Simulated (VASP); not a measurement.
Set up this calculation in VASP 6.6.1, as the native input.

```yaml
Task: single point
Functional: RPBE
Potentials_or_basis: VASP PAW PBE potentials, release 64 (B, N)
Cutoff: 600 eV
k_mesh: 4 × 4 × 4
Occupations: gaussian, width 0.1 eV
Spin: no spin polarisation
Dipole_correction: no
Further_INCAR_settings: ALGO = Normal; EDIFF = 1e-06; NBANDS = 11
```

The structure of BN lies in POSCAR:

```
BN
1.0
    2.5080409239      0.0000000000      0.0000000000
   -1.2467107647      2.1762310413      0.0000000000
   -0.6306650796     -1.0881155206      3.0225400000
B N
1 1
Direct
    0.9796430000      0.9834990000      0.0018060000
    0.6685060000      0.3323850000      0.9849990000
```

These files were run (other wordings do the same):

INCAR

```
SYSTEM = BN
PREC = Accurate
ENCUT = 600
EDIFF = 1E-6
ISMEAR = 0
SIGMA = 0.1
LREAL = .False.
LASPH = .True.
NELM = 120
ALGO = Normal
ISIF = 2
LWAVE = .False.
LCHARG = .False.
GGA = RP
NBANDS = 11
GGA_COMPAT = .False.
```

KPOINTS

```
Automatic mesh
0
Gamma
  4 4 4
  0 0 0
```

Potentials or basis: VASP PAW PBE potentials, release 64 (B, N).

Launch:

```console
$ cat potpaw_PBE.64/B/POTCAR potpaw_PBE.64/N/POTCAR > POTCAR
$ mpirun -np 1 vasp_std > vasp.out
```

Results of the run:

The pressure is 9.1 GPa and the largest force is 2.798 eV/Å. The band gap on the k mesh is 3.11 eV, indirect (least direct gap 4.93 eV).

Caveat: the k points lie up to 0.77 Å⁻¹ apart; the PAW data sets were made with another functional, which shifts forces and pressure a little.

Run time: 8.6 s on 1 thread of Intel Xeon 6975P-C, on a shared host, peak memory 0.12 GiB.
